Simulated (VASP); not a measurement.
Cu, 1 atom in the cell. It takes space group I4/mmm (No. 139, tetragonal). The conventional cell has a = 2.886 Å, b = 2.886 Å, c = 2.752 Å, α = 90.00°, β = 90.00°, γ = 90.00°. Within 3.2 Å of Cu (site symmetry 4/mmm) lie 14 Cu at 2.46 to 2.89 Å. 

| Property | Result |
| --- | --- |
| Program | VASP 6.6.1 |
| Task | single point |
| Functional | PBEsol |
| Potentials or basis | VASP PAW PBE potentials, release 64 (Cu) |
| Cutoff | 520 eV |
| k mesh | 10 × 10 × 10 |
| Occupations | gaussian, width 0.05 eV |
| Spin | no spin polarisation |
| Dipole correction | no |
| Further INCAR settings | ALGO = Normal; EDIFF = 1e-07; NBANDS = 12 |

Potentials or basis: VASP PAW PBE potentials, release 64 (Cu).

Launch:

```bash
$ cat potpaw_PBE.64/Cu/POTCAR > POTCAR
$ mpirun -np 1 vasp_std > vasp.out
```

Hardware: 1 thread of Intel(R) Xeon(R) Platinum 8559C (Emerald Rapids), on a shared host.

**Question.** How long does it take, and how much memory?

**Answer.** Wall time 7.4 s on 1 thread of Intel(R) Xeon(R) Platinum 8559C (Emerald Rapids) (shared host), peak memory 0.12 GiB. Counts: scf iterations 12, k points 102.
